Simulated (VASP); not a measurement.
Input of a VASP 6.6.1 run:

Contents of INCAR:

```
ALGO = Normal
EDIFF = 1E-6
ENCUT = 560
GGA = PE
GGA_COMPAT = False
ISIF = 2
ISMEAR = -1
LASPH = True
LCHARG = True
LELF = True
LREAL = False
LVHAR = True
LWAVE = False
NBANDS = 16
NELM = 120
PREC = Accurate
SIGMA = 0.02
```

The input KPOINTS:

```
k-points
0
Gamma
  10 10 10
```

Contents of POSCAR:

```
BAs
1.0
    0.0000000000      2.3201115760      2.4249710624
    2.3201115760      0.0000000000      2.4249710624
    2.3201115760      2.3201115760      0.0000000000
B As
1 1
Direct
    0.0000000000      0.0000000000      0.0000000000
    0.2500000000      0.2500000000      0.2500000000
```

Potentials or basis: VASP PAW PBE potentials, release 64 (B, As_d).

Command:

```sh
$ cat potpaw_PBE.64/B/POTCAR potpaw_PBE.64/As_d/POTCAR > POTCAR
$ mpirun -np 1 vasp_std > vasp.out
```

(1) What does it give for the band gap on the k mesh?

(2) Predict the pressure.

Answers

(1) 0.80 eV (least direct gap 3.10 eV).

(2) 9.2 GPa.

Caveat: the cell differs from its parent crystal (epitaxial xy strain -3.0%); the stress differs along the axes, from 2 to 13 GPa; semilocal functionals underestimate gaps, and a narrow one can read as zero.
